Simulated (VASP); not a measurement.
Input of a VASP 6.6.1 run:

INCAR

```
SYSTEM = Ge
  PREC = Accurate
  ENCUT = 520
  EDIFF = 1E-6
  ISMEAR = -1
  SIGMA = 0.08
  LREAL = .FALSE.
  LASPH = .TRUE.
  NELM = 80
  ALGO = Normal
  ISIF = 2
  LWAVE = .FALSE.
  LCHARG = .TRUE.
  GGA = PE
  LELF = .TRUE.
  LVHAR = .TRUE.
  NBANDS = 13
```

The input KPOINTS:

```
regular mesh
0
G
  16 16 16
  0 0 0
```

Contents of POSCAR:

```
Ge
1.0
   -1.6913978235      1.6913978235      1.6913978235
    1.6913978235     -1.6913978235      1.6913978235
    1.6913978235      1.6913978235     -1.6913978235
Ge
1
Direct
    0.0000000000      0.0000000000      0.0000000000
```

Potentials or basis: VASP PAW PBE potentials, release 64 (Ge_d).

The run is started by

```bash
$ cat potpaw_PBE.64/Ge_d/POTCAR > POTCAR
$ mpirun -np 1 vasp_std > vasp.out
```

Question: What does it give for the band gap on the k mesh?

Answer: Zero (band 7 reaches 15.41 eV, above the bottom of band 8 at 3.68 eV).

Question: Predict the pressure.

Answer: -0.1 GPa.
